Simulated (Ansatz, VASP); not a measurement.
## W: VASP beside Ansatz

POSCAR

```
W
1.0
    0.0000000000      1.8600084640      2.4180110031
    1.8600084640      0.0000000000      2.4180110031
    1.8600084640      1.8600084640      0.0000000000
W
1
Direct
    0.0000000000      0.0000000000      0.0000000000
```

INCAR.step1

```
SYSTEM = W
PREC     = Accurate       ! precision mode
ENCUT    = 520            ! plane-wave cutoff, eV
ISMEAR   = 0              ! smearing method
SIGMA    = 0.15           ! smearing width, eV
LREAL    = .FALSE.        ! projectors in reciprocal space
LASPH    = .TRUE.         ! aspherical terms in the spheres
NELM     = 80             ! most SCF steps
NBANDS   = 13             ! bands
GGA      = PE             ! functional
ALGO     = Normal         ! electronic algorithm
EDIFF    = 1E-4           ! SCF threshold, eV
LWAVE    = .TRUE.         ! write WAVECAR
LCHARG   = .FALSE.        ! write CHGCAR
```

Contents of INCAR.step2:

```
SYSTEM = W
PREC     = Accurate       ! precision mode
ENCUT    = 520            ! plane-wave cutoff, eV
EDIFF    = 1E-6           ! SCF threshold, eV
ISMEAR   = 0              ! smearing method
SIGMA    = 0.15           ! smearing width, eV
LREAL    = .FALSE.        ! projectors in reciprocal space
LASPH    = .TRUE.         ! aspherical terms in the spheres
NELM     = 80             ! most SCF steps
ALGO     = Normal         ! electronic algorithm
ISIF     = 2              ! what is computed and relaxed
LWAVE    = .FALSE.        ! write WAVECAR
LCHARG   = .FALSE.        ! write CHGCAR
METAGGA  = R2SCAN         ! meta-GGA
LMIXTAU  = .TRUE.       
NBANDS   = 13             ! bands
ISTART   = 1
```

KPOINTS

```
regular mesh
0
G
  22 22 22
  0 0 0
```

Input for Ansatz:

```yaml
crystal:
  lattice:
    - [0.0, 1.860008464, 2.4180110031]
    - [1.860008464, 0.0, 2.4180110031]
    - [1.860008464, 1.860008464, 0.0]
  atoms:
    - { symbol: W, position: [0.0, 0.0, 0.0] }
basis:
  ecutwfc: 500
kpoints:
  mp_grid: { grid: [22, 22, 22] }
hamiltonian:
  xc: r2scan
scf:
  occupations: { method: gaussian, width: 0.15 }
output:
  forces: true
  stress: true
  eigenvalues: true
```

Alike in both runs: task single point; functional r2SCAN; k mesh 22 × 22 × 22; occupations gaussian, width 0.15 eV; no spin polarisation.

|  | VASP | Ansatz |
| --- | --- | --- |
| version | VASP 6.6.1 | Ansatz 0.2.0 |
| potentials or method | VASP PAW PBE potentials, release 64 (W_sv), cutoff 520 eV | scalar-relativistic, plane waves, PAW |
| valence electrons in the cell | 14 | 14 |

```tsv
	VASP	Ansatz	Ansatz less VASP
gap on the k mesh at the Fermi level (eV)	none	none	-
pressure (GPa)	-4.8	-5.9	-1.14
traceless stress, the component that is largest in VASP (GPa)	-13.76	-13.37	+0.388
```

VASP's potentials were made for PBE, not for r2SCAN. A gap of «none» marks a metal or a gap that the smearing closes.

Spin-orbit coupling is off throughout.
